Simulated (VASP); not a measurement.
Set up this calculation in VASP 6.6.1, as the native input.

```
Task                   : electric field gradients
Functional             : PBE
Potentials or basis    : VASP PAW PBE potentials, release 64 (K_sv, Ta_pv, O)
Cutoff                 : 520 eV
k mesh                 : 5 × 5 × 5
Occupations            : fermi-dirac, width 0.01 eV
Spin                   : no spin polarisation
Dipole correction      : no
Further INCAR settings : ALGO = Normal; EDIFF = 1e-08; NBANDS = 27
```

The structure of KTaO3 lies in POSCAR:

```
KTaO3
1.0
    4.1079490000      0.0000000000      0.0000000000
    0.0000000000      4.1079490000      0.0000000000
    0.0000000000      0.0000000000      3.9883000000
K Ta O
1 1 3
Direct
    0.5000000000      0.5000000000      0.5000000000
    0.0000000000      0.0000000000      0.0000000000
    0.5000000000      0.0000000000      0.0000000000
    0.0000000000      0.5000000000      0.0000000000
    0.0000000000      0.0000000000      0.5000000000
```

This cell differs from its parent crystal: equal xx and yy strain of +3 %.

These files were run (other wordings do the same):

INCAR

```
SYSTEM = KTaO3
  PREC = Accurate
  ENCUT = 520
  EDIFF = 1E-8
  ISMEAR = -1
  SIGMA = 0.01
  LREAL = .FALSE.
  LASPH = .TRUE.
  NELM = 120
  ALGO = Normal
  ISIF = 2
  LWAVE = .FALSE.
  LCHARG = .FALSE.
  GGA = PE
  LEFG = .TRUE.
  NBANDS = 27
  GGA_COMPAT = .FALSE.
```

KPOINTS

```
regular mesh
0
G
  5 5 5
  0 0 0
```

Potentials or basis: VASP PAW PBE potentials, release 64 (K_sv, Ta_pv, O).

Command:

```sh
$ cat potpaw_PBE.64/K_sv/POTCAR potpaw_PBE.64/Ta_pv/POTCAR potpaw_PBE.64/O/POTCAR > POTCAR
$ mpirun -np 1 vasp_std > vasp.out
```

It gave:

| Quantity | Value |
| --- | --- |
| Pressure | -4.8 GPa |
| Band gap on the k mesh | 2.10 eV, indirect (least direct gap 2.62 eV) |

Caveat: the cell differs from its parent crystal (equal xx and yy strain of +3 %); without QUAD_EFG the Cq values of the log hold for a quadrupole moment of 1 mb, not for the nuclei; spin-orbit coupling is left out, which moves the levels of the heavy elements.

It took 38 s on 1 thread of AMD EPYC 9R45 (Zen 5), with other jobs on the host, peak memory 0.16 GiB.
